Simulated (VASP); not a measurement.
Input of a VASP 6.6.1 run:

The input INCAR:

```
SYSTEM = ZnO
PREC     = Accurate       ! precision mode
ENCUT    = 520            ! plane-wave cutoff, eV
EDIFF    = 1E-6           ! SCF threshold, eV
ISMEAR   = 0              ! smearing method
SIGMA    = 0.016          ! smearing width, eV
LREAL    = .False.        ! projectors in reciprocal space
LASPH    = .True.         ! aspherical terms in the spheres
NELM     = 80             ! most SCF steps
ALGO     = Normal         ! electronic algorithm
ISIF     = 2              ! what is computed and relaxed
LWAVE    = .False.        ! write WAVECAR
LCHARG   = .False.        ! write CHGCAR
GGA      = PE             ! functional
NBANDS   = 26             ! bands
```

Contents of KPOINTS:

```
Automatic mesh
0
Gamma
  9 9 5
  0 0 0
```

POSCAR

```
ZnO
1.0
    3.2493080000      0.0000000000      0.0000000000
   -1.6246540000      2.8139832727      0.0000000000
    0.0000000000      0.0000000000      5.2057090000
Zn O
2 2
Direct
    0.6666666667      0.3333333333      0.0000000000
    0.3333333333      0.6666666667      0.5000000000
    0.3333333333      0.6666666667      0.8790100000
    0.6666666667      0.3333333333      0.3790100000
```

Potentials or basis: VASP PAW PBE potentials, release 64 (Zn, O).

Launch:

```sh
$ cat potpaw_PBE.64/Zn/POTCAR potpaw_PBE.64/O/POTCAR > POTCAR
$ mpirun -np 1 vasp_std > vasp.out
```

Question: What does it give for the pressure?

Answer: 6.0 GPa.

Question: Estimate the largest force.

Answer: 0.074 eV/Å.

Question: Predict the band gap on the k mesh.

Answer: 0.79 eV, direct.

Stress tensor (GPa, compression positive):
```
5.43 0.00 0.00
0.00 5.43 0.00
0.00 0.00 7.19
```

PBE gaps usually lie below the measured ones, often by a third to a half.
